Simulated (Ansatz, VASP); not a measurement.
## Two plane-wave programs on Ti

```
CELL_PARAMETERS angstrom
0.00000 -2.02792 -2.02792
-2.02792 0.00000 -2.02792
2.02792 2.02792 -4.05584
ATOMIC_POSITIONS crystal
Ti 0.50000 0.50000 0.50000
Ti 0.00000 0.00000 0.00000
```

Alike in both runs: task single point; functional PBEsol; k mesh 24 × 24 × 24; occupations gaussian, width 0.15 eV; no spin polarisation.

```csv
,VASP,Ansatz
version,VASP 6.6.1,Ansatz 0.2.0
potentials or method,"VASP PAW PBE potentials, release 64 (Ti_sv), cutoff 520 eV","scalar-relativistic, plane waves, PAW"
valence electrons in the cell,24,24
```

|  | VASP | Ansatz | Ansatz less VASP |
| --- | --- | --- | --- |
| gap on the k mesh at the Fermi level (eV) | none | none | - |
| pressure (GPa) | -0.4 | 0.1 | +0.50 |

VASP's potentials were made for PBE, not for PBEsol. A gap of «none» marks a metal or a gap that the smearing closes.
